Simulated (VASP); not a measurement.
# SnTe (Fm-3m) in VASP: a series of runs

The runs below take SnTe through single point, with PBE.

Program: VASP 6.6.1. These are calculated values, not measurements. Logs are shortened: lines on timing, memory, paths and dates and some standing lists are left out, and cuts for length are marked.

### Step 1. The cell of the first run

The structure is cubic, space group Fm-3m (No. 225). Conventional cell: a = 6.173 Å, b = 6.173 Å, c = 6.173 Å, α = 90.00°, β = 90.00°, γ = 90.00°. Within 4.1 Å of Sn (site symmetry m-3m) lie 6 Te at 3.09 Å. Te (site symmetry m-3m) has 6 Sn at 3.09 Å within 4.1 Å.

### Step 2. Single point, PBE

Input file INCAR:

```
  ALGO = Normal
  EDIFF = 1E-6
  ENCUT = 500
  GGA = PE
  GGA_COMPAT = F
  ISIF = 2
  ISMEAR = 0
  LASPH = T
  LCHARG = F
  LREAL = F
  LWAVE = F
  NBANDS = 17
  NELM = 120
  PREC = Accurate
  SIGMA = 0.01
```

Input file KPOINTS:

```
k-points
0
Gamma
  6 6 6
```

Input file POSCAR:

```
SnTe
1.0
    0.0000000000      3.0865288906      3.0865288906
    3.0865288906      0.0000000000      3.0865288906
    3.0865288906      3.0865288906      0.0000000000
Sn Te
1 1
Direct
    0.0000000000      0.0000000000      0.0000000000
    0.5000000000      0.5000000000      0.5000000000
```

Potentials or basis: VASP PAW PBE potentials, release 64 (Sn_d, Te).

Run with:

```bash
$ cat potpaw_PBE.64/Sn_d/POTCAR potpaw_PBE.64/Te/POTCAR > POTCAR
$ mpirun -np 1 vasp_std > vasp.out
```

OUTCAR:

```text
EDIFF = 1E-6
   ENCUT = 500
   GGA = PE
   ISIF = 2
   ISMEAR = 0
   LASPH = T
   LREAL = F
   NELM = 120
   PREC = Accurate

 ion  position               nearest neighbor table
   1  0.000  0.000  0.000-   2 3.09   2 3.09   2 3.09   2 3.09   2 3.09   2 3.09
   2  0.500  0.500  0.500-   1 3.09   1 3.09   1 3.09   1 3.09   1 3.09   1 3.09

  LATTYP: Found a face centered cubic cell.
 ALAT       =     6.1730577812

  Lattice vectors:

 A1 = (   0.0000000000,   3.0865288906,   3.0865288906)
 A2 = (   3.0865288906,   0.0000000000,   3.0865288906)
 A3 = (   3.0865288906,   3.0865288906,   0.0000000000)

Analysis of symmetry for initial positions (statically):
=====================================================================
 Subroutine PRICEL returns:
 Original cell was already a primitive cell.

 Routine SETGRP: Setting up the symmetry group for a
 face centered cubic supercell.

 Subroutine GETGRP returns: Found 48 space group operations
 (whereof 48 operations were pure point group operations)
 out of a pool of 48 trial point group operations.

The static configuration has the point symmetry O_h .

Analysis of symmetry for dynamics (positions and initial velocities):
=====================================================================
 Subroutine PRICEL returns:
 Original cell was already a primitive cell.

 Routine SETGRP: Setting up the symmetry group for a
 face centered cubic supercell.

 Subroutine GETGRP returns: Found 48 space group operations
 (whereof 48 operations were pure point group operations)
 out of a pool of 48 trial point group operations.

The dynamic configuration has the point symmetry O_h .

 Subroutine INISYM returns: Found 48 space group operations
 (whereof 48 operations are pure point group operations),
 and found     1 'primitive' translations

----------------------------------------------------------------------------------------

                                     Primitive cell

  volume of cell :      58.8086

  direct lattice vectors                    reciprocal lattice vectors
     0.000000000  3.086528891  3.086528891    -0.161994272  0.161994272  0.161994272
     3.086528891  0.000000000  3.086528891     0.161994272 -0.161994272  0.161994272
     3.086528891  3.086528891  0.000000000     0.161994272  0.161994272 -0.161994272

  length of vectors
     4.365011018  4.365011018  4.365011018     0.280582309  0.280582309  0.280582309

  position of ions in fractional coordinates (direct lattice)
     0.000000000  0.000000000  0.000000000
     0.500000000  0.500000000  0.500000000

  ion indices of the primitive-cell ions
   primitive index   ion index
                 1           1
                 2           2

----------------------------------------------------------------------------------------

 KPOINTS: k-points

Automatic generation of k-mesh.
 Grid dimensions read from file:
 generate k-points for:    6    6    6

 Generating k-lattice:

  Cartesian coordinates                     Fractional coordinates (reciprocal lattice)
    -0.026999045  0.026999045  0.026999045     0.166666667  0.000000000  0.000000000
     0.026999045 -0.026999045  0.026999045     0.000000000  0.166666667  0.000000000
     0.026999045  0.026999045 -0.026999045     0.000000000  0.000000000  0.166666667

  Length of vectors
     0.046763718  0.046763718  0.046763718

  Shift w.r.t. Gamma in fractional coordinates (k-lattice)
     0.000000000  0.000000000  0.000000000

 Subroutine IBZKPT returns following result:
 ===========================================

 Found     16 irreducible k-points:

 Following reciprocal coordinates:
            Coordinates               Weight
  0.000000  0.000000  0.000000      1.000000
  0.166667  0.000000  0.000000      8.000000
  0.333333  0.000000  0.000000      8.000000
  0.500000  0.000000  0.000000      4.000000
  0.166667  0.166667  0.000000      6.000000
  0.333333  0.166667  0.000000     24.000000
[... 8 lines left out ...]
 -0.333333  0.333333  0.166667     24.000000
 -0.333333  0.500000  0.166667     12.000000
   k-points           NKPTS =     16   k-points in BZ     NKDIM =     16   number of bands    NBANDS=     17
   number of dos      NEDOS =    301   number of ions     NIONS =      2
   total plane-waves  NPLWV =  32768
   dimension x,y,z NGX =    32 NGY =   32 NGZ =   32
   dimension x,y,z NGXF=    64 NGYF=   64 NGZF=   64
   ions per type =               1   1
   NGX,Y,Z   is equivalent  to a cutoff of  12.19, 12.19, 12.19 a.u.
   NGXF,Y,Z  is equivalent  to a cutoff of  24.38, 24.38, 24.38 a.u.
 SYSTEM =  unknown system
   PREC   = accura    normal or accurate (medium, high low for compatibility)
   ISTART =      0    job   : 0-new  1-cont  2-samecut
   ICHARG =      2    charge: 1-file 2-atom 10-const
   ISPIN  =      1    spin polarized calculation?
   LNONCOLLINEAR =      F non collinear calculations
   LSORBIT =      F    spin-orbit coupling
   LASPH  =      T    aspherical Exc in radial PAW
   ENCUT  =  500.0 eV  36.75 Ry    6.06 a.u.   7.96  7.96  7.96*2*pi/ulx,y,z
   NELM   =    120;   NELMIN=  2; NELMDL= -5     # of ELM steps
   EDIFF  = 0.1E-05   stopping-criterion for ELM
   LREAL  =      F    real-space projection
   EDIFFG = 0.1E-04   stopping-criterion for IOM
   NSW    =      0    number of steps for IOM
   IBRION =     -1    ionic relax: 0-MD 1-quasi-New 2-CG
   NFREE  =      0    steps in history (QN), initial steepest desc. (CG)
   ISIF   =      2    stress and relaxation
   ISYM   =      2    0-nonsym 1-usesym 2-fastsym
   POTIM  = 0.5000    time-step for ionic-motion
   TEBEG  =    0.0;   TEEND  =   0.0 temperature during run
   PSTRESS=    0.0 pullay stress
   NELECT =      20.0000    total number of electrons
   NUPDOWN=      -1.0000    fix difference up-down
   EMIN   =  10.00;   EMAX   =-10.00  energy-range for DOS
   EFERMI =   0.00;   METHOD = LEGACY
   ISMEAR =     0;   SIGMA  =   0.01  broadening in eV -4-tet -1-fermi 0-gaus
   EFERMI_NEDOS =   21; number of points for ismear=-14 and -15
   IALGO  =     38    algorithm
   IMIX   =      4    mixing-type and parameters
     AMIX     =   0.40;   BMIX     =  1.00
     AMIX_MAG =   1.60;   BMIX_MAG =  1.00
  volume/ion in A,a.u.               =      29.40       198.43
  Fermi-wavevector in a.u.,A,eV,Ry     =   1.142715  2.159418 17.766446  1.305797
  Thomas-Fermi vector in A             =   2.279412
   LORBIT       =      0    0 simple, 1 ext, 2 COOP (PROOUT), +10 PAW based schemes
   GGA     = PE    functional components
   LHFCALC =     F    Hartree Fock is set to
   AEXX    =    0.0000 exact exchange contribution
   IVDW    =     0    specifies the selected vdW correction
   LEPSILON=     F    determine dielectric tensor
   LRPA    =     F    only Hartree local field effects (RPA)
 non-spin polarized calculation
 Gauss-broadening in eV      SIGMA  =   0.01
  energy-cutoff  :      500.00
  volume of cell :       58.81
 maximum number of plane-waves:      1524
   NGX = 15   NGY = 15   NGZ = 15

 number of electron      19.9999995 magnetization

 Free energy of the ion-electron system (eV)
  ---------------------------------------------------
  ext. energy  EPLUGINS =         0.00000000
  ---------------------------------------------------
  free energy    TOTEN  =        -7.44956385 eV

  energy without entropy =       -7.44956385  energy(sigma->0) =       -7.44956385

 E-fermi :   7.8445     XC(G=0):  -9.7802

 val. band max:        7.7227581470   @ k =   0.5000   0.0000   0.0000
 cond. band min:       8.0139106734   @ k =   0.5000   0.0000   0.0000
 fundamental gap:      0.2911525264
 Fermi energy:         7.8445381294

 k-point     1 :       0.0000    0.0000    0.0000
  band No.  band energies     occupation
      1     -14.2037      2.00000
      2     -14.2037      2.00000
      3     -14.1936      2.00000
      4     -14.1936      2.00000
      5     -14.1936      2.00000
      6      -5.5270      2.00000
[... 9 lines left out ...]
     16      12.3876      0.00000
     17      14.3934      0.00000

 k-point     2 :       0.1667    0.0000    0.0000
  band No.  band energies     occupation
      1     -14.2053      2.00000
      2     -14.2053      2.00000
      3     -14.1931      2.00000
      4     -14.1916      2.00000
      5     -14.1916      2.00000
      6      -5.2726      2.00000
[... 9 lines left out ...]
     16      12.9770      0.00000
     17      16.2721      0.00000

 k-point     3 :       0.3333    0.0000    0.0000
  band No.  band energies     occupation
      1     -14.2090      2.00000
      2     -14.2090      2.00000
      3     -14.1922      2.00000
      4     -14.1870      2.00000
      5     -14.1870      2.00000
      6      -4.5992      2.00000
[... 9 lines left out ...]
     16      14.5682      0.00000
     17      18.8612      0.00000

 k-point     4 :       0.5000    0.0000    0.0000
  band No.  band energies     occupation
      1     -14.2109      2.00000
      2     -14.2109      2.00000
      3     -14.1918      2.00000
      4     -14.1846      2.00000
      5     -14.1846      2.00000
      6      -4.0782      2.00000
[... 9 lines left out ...]
     16      16.6552      0.00000
     17      16.7560      0.00000

 k-point     5 :       0.1667    0.1667    0.0000
  band No.  band energies     occupation
      1     -14.2091      2.00000
      2     -14.2022      2.00000
      3     -14.1949      2.00000
      4     -14.1902      2.00000
      5     -14.1902      2.00000
      6      -5.1885      2.00000
[... 9 lines left out ...]
     16      13.9162      0.00000
     17      14.9727      0.00000

 k-point     6 :       0.3333    0.1667    0.0000
  band No.  band energies     occupation
      1     -14.2137      2.00000
      2     -14.2035      2.00000
      3     -14.1943      2.00000
      4     -14.1871      2.00000
      5     -14.1860      2.00000
      6      -4.6532      2.00000
[... 9 lines left out ...]
     16      15.4608      0.00000
     17      16.9934      0.00000

 k-point     7 :       0.5000    0.1667    0.0000
  band No.  band energies     occupation
      1     -14.2148      2.00000
      2     -14.2073      2.00000
      3     -14.1914      2.00000
      4     -14.1859      2.00000
      5     -14.1836      2.00000
      6      -4.0092      2.00000
[... 9 lines left out ...]
     16      16.7413      0.00000
     17      17.3789      0.00000

 k-point     8 :      -0.3333    0.1667    0.0000
  band No.  band energies     occupation
      1     -14.2113      2.00000
      2     -14.2096      2.00000
      3     -14.1905      2.00000
      4     -14.1862      2.00000
      5     -14.1858      2.00000
      6      -4.1859      2.00000
[... 9 lines left out ...]
     16      15.9983      0.00000
     17      17.8135      0.00000

 k-point     9 :      -0.1667    0.1667    0.0000
  band No.  band energies     occupation
      1     -14.2085      2.00000
      2     -14.2064      2.00000
      3     -14.1925      2.00000
      4     -14.1899      2.00000
      5     -14.1880      2.00000
      6      -4.8740      2.00000
[... 9 lines left out ...]
     16      15.2576      0.00000
     17      15.7279      0.00000

 k-point    10 :       0.3333    0.3333    0.0000
  band No.  band energies     occupation
      1     -14.2214      2.00000
      2     -14.1991      2.00000
      3     -14.1974      2.00000
      4     -14.1831      2.00000
      5     -14.1831      2.00000
      6      -4.3183      2.00000
[... 9 lines left out ...]
     16      16.9979      0.00000
     17      17.1016      0.00000

 k-point    11 :       0.5000    0.3333    0.0000
  band No.  band energies     occupation
      1     -14.2236      2.00000
      2     -14.2006      2.00000
      3     -14.1961      2.00000
      4     -14.1820      2.00000
      5     -14.1810      2.00000
      6      -3.8288      2.00000
[... 9 lines left out ...]
     16      17.3456      0.00000
     17      18.0606      0.00000

 k-point    12 :      -0.3333    0.3333    0.0000
  band No.  band energies     occupation
      1     -14.2184      2.00000
      2     -14.2055      2.00000
      3     -14.1909      2.00000
      4     -14.1854      2.00000
      5     -14.1828      2.00000
      6      -3.7407      2.00000
[... 9 lines left out ...]
     16      15.3652      0.00000
     17      17.9210      0.00000

 k-point    13 :       0.5000    0.5000    0.0000
  band No.  band energies     occupation
      1     -14.2284      2.00000
      2     -14.1988      2.00000
      3     -14.1976      2.00000
      4     -14.1794      2.00000
      5     -14.1794      2.00000
      6      -3.7127      2.00000
[... 9 lines left out ...]
     16      18.5189      0.00000
     17      19.0211      0.00000

 k-point    14 :       0.5000    0.3333    0.1667
  band No.  band energies     occupation
      1     -14.2175      2.00000
      2     -14.2042      2.00000
      3     -14.1933      2.00000
      4     -14.1853      2.00000
      5     -14.1833      2.00000
      6      -4.1065      2.00000
[... 9 lines left out ...]
     16      16.1657      0.00000
     17      16.9502      0.00000

 k-point    15 :      -0.3333    0.3333    0.1667
  band No.  band energies     occupation
      1     -14.2182      2.00000
      2     -14.2058      2.00000
      3     -14.1895      2.00000
      4     -14.1882      2.00000
      5     -14.1813      2.00000
      6      -3.7400      2.00000
[... 9 lines left out ...]
     16      17.7340      0.00000
     17      17.8504      0.00000

 k-point    16 :      -0.3333    0.5000    0.1667
  band No.  band energies     occupation
      1     -14.2231      2.00000
      2     -14.2021      2.00000
      3     -14.1941      2.00000
      4     -14.1844      2.00000
      5     -14.1794      2.00000
      6      -3.6362      2.00000
[... 9 lines left out ...]
     16      18.1259      0.00000
     17      19.1018      0.00000

------------------------ aborting loop because EDIFF is reached ----------------------------------------

  FORCE on cell =-STRESS in cart. coord.  units (eV):
  Direction    XX          YY          ZZ          XY          YZ          ZX
  --------------------------------------------------------------------------------------
  -------------------------------------------------------------------------------------
  Total        2.1573823      2.1573823      2.1573823      0.0000000     -0.0000000     -0.0000000
  in kB       58.7755436     58.7755436     58.7755436      0.0000000     -0.0000000     -0.0000000
  external PRESSURE =      58.7755436 kB  Pullay stress =       0.0000000 kB

 VOLUME and BASIS-vectors are now :
 -----------------------------------------------------------------------------
  energy-cutoff  :      500.00
  volume of cell :       58.81
      direct lattice vectors                 reciprocal lattice vectors
     0.000000000  3.086528891  3.086528891    -0.161994272  0.161994272  0.161994272
     3.086528891  0.000000000  3.086528891     0.161994272 -0.161994272  0.161994272
     3.086528891  3.086528891  0.000000000     0.161994272  0.161994272 -0.161994272

 POSITION                                       TOTAL-FORCE (eV/Angst)
 -----------------------------------------------------------------------------------
      0.00000      0.00000      0.00000         0.000000      0.000000      0.000000
      3.08653      3.08653      3.08653        -0.000000     -0.000000     -0.000000
 -----------------------------------------------------------------------------------
    total drift:                                0.000000     -0.000000     -0.000000

  FREE ENERGIE OF THE ION-ELECTRON SYSTEM (eV)
  ---------------------------------------------------
  free  energy   TOTEN  =        -7.4495638480 eV

  energy  without entropy=       -7.4495638480  energy(sigma->0) =       -7.44956385
```

It took 11 s on 1 thread of Intel Xeon Platinum 8259CL at 2.50GHz (Skylake/Cascade Lake), shared host; peak memory 0.17 GiB.

What came out:

- Free energy: -7.4496 eV
- Pressure: 5.9 GPa
- Band gap on the k mesh: 0.29 eV

Caveat: the cell stands under pressure; semilocal functionals underestimate gaps, and a narrow one can read as zero; spin-orbit coupling is left out, which moves the levels of the heavy elements. A k mesh can miss the band edges.

### Step 3. Single point, PBE

This run uses another cell than the first one, of 30.03 Å³/atom.

INCAR is that of step 2.

KPOINTS is that of step 2.

Input file POSCAR:

```
SnTe
1.0
    0.0000000000      3.1082657258      3.1082657258
    3.1082657258      0.0000000000      3.1082657258
    3.1082657258      3.1082657258      0.0000000000
Sn Te
1 1
Direct
    0.0000000000      0.0000000000      0.0000000000
    0.5000000000      0.5000000000      0.5000000000
```

Potentials or basis: VASP PAW PBE potentials, release 64 (Sn_d, Te).

Run with:

```bash
$ cat potpaw_PBE.64/Sn_d/POTCAR potpaw_PBE.64/Te/POTCAR > POTCAR
$ mpirun -np 1 vasp_std > vasp.out
```

Run time: 11 s. Hardware: 1 thread of Intel Xeon Platinum 8259CL at 2.50GHz (Skylake/Cascade Lake), shared host; peak memory 0.17 GiB.

Results (log left out):

```yaml
Free_energy: -7.4902 eV
Pressure: 4.5 GPa
Band_gap_on_the_k_mesh: 0.22 eV
```

Levels at points of the mesh, in eV from the valence-band top:
```csv
k point,band 8,band 9,band 10,band 11,band 12,band 13
"(0.00, 0.00, 0.00)",-2.24,-2.24,-2.24,3.45,3.45,3.45
"(0.50, 0.00, 0.00)",-1.89,-1.89,0.00,0.22,0.32,0.32
"(0.50, 0.50, 0.00)",-5.86,-3.93,-3.93,2.02,5.15,5.15
```

Caveat: the cell stands under pressure; semilocal functionals underestimate gaps, and a narrow one can read as zero; spin-orbit coupling is left out, which moves the levels of the heavy elements.
